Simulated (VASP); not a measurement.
A run of VASP 6.6.1 is set up as follows.

INCAR

```
SYSTEM = Ti2Co
ALGO     = Fast           ! electronic algorithm
EDIFF    = 1E-6           ! SCF threshold, eV
EDIFFG   = -0.01          ! ionic threshold
ENCUT    = 600            ! plane-wave cutoff, eV
GGA      = PS             ! functional
IBRION   = 2              ! ionic algorithm
ISIF     = 3              ! what is computed and relaxed
ISMEAR   = 0              ! smearing method
LASPH    = .True.         ! aspherical terms in the spheres
LCHARG   = .False.        ! write CHGCAR
LREAL    = .False.        ! projectors in reciprocal space
LWAVE    = .False.        ! write WAVECAR
NELM     = 60             ! most SCF steps
NSW      = 80             ! ionic steps
PREC     = Accurate       ! precision mode
SIGMA    = 0.1            ! smearing width, eV
```

KPOINTS

```
k-points
0
Gamma
  10 10 10
  0 0 0
```

POSCAR

```
Ti2Co
1.0
    0.0000000000      3.3650000000      3.3650000000
    3.3650000000      0.0000000000      3.3650000000
    3.3650000000      3.3650000000      0.0000000000
Ti Co
4 2
Direct
    0.1250000000      0.1250000000      0.1250000000
    0.6250000000      0.1250000000      0.1250000000
    0.1250000000      0.1250000000      0.6250000000
    0.1250000000      0.6250000000      0.1250000000
    0.5000000000      0.5000000000      0.5000000000
    0.7500000000      0.7500000000      0.7500000000
```

Potentials or basis: VASP PAW PBE potentials, release 64 (Ti_sv, Co).

Run with:

```bash
$ cat potpaw_PBE.64/Ti_sv/POTCAR potpaw_PBE.64/Co/POTCAR > POTCAR
$ mpirun -np 1 vasp_std > vasp.out
```

Q: What does it give for the relaxed volume?

A: 14.01 Å³/atom.

Q: Estimate the space group after relaxing (to 0.1 Å).

A: Fd-3m (No. 227).

Q: What does it give for the band gap on the k mesh?

A: Zero (bands 33 and 34 overlap by 0.47 eV).

Q: Estimate the relaxed cell.

A: a = 4.917 Å, b = 4.917 Å, c = 4.917 Å, α = 60.00°, β = 60.00°, γ = 60.00°.

Final structure:
```yaml
crystal:
  lattice:
    - [0.00000, 3.47692, 3.47692]
    - [3.47692, 0.00000, 3.47692]
    - [3.47692, 3.47692, 0.00000]
  atoms:
    - { symbol: Ti, position: [0.12500, 0.12500, 0.12500] }
    - { symbol: Ti, position: [0.62500, 0.12500, 0.12500] }
    - { symbol: Ti, position: [0.12500, 0.12500, 0.62500] }
    - { symbol: Ti, position: [0.12500, 0.62500, 0.12500] }
    - { symbol: Co, position: [0.50000, 0.50000, 0.50000] }
    - { symbol: Co, position: [0.75000, 0.75000, 0.75000] }
```

Caveat: the PAW data sets were made with another functional, which shifts forces and pressure a little; the run has no spin polarisation, though such a crystal can be magnetic. Spin polarisation is off, so any magnetic state and its effect on volume and gap are missing.
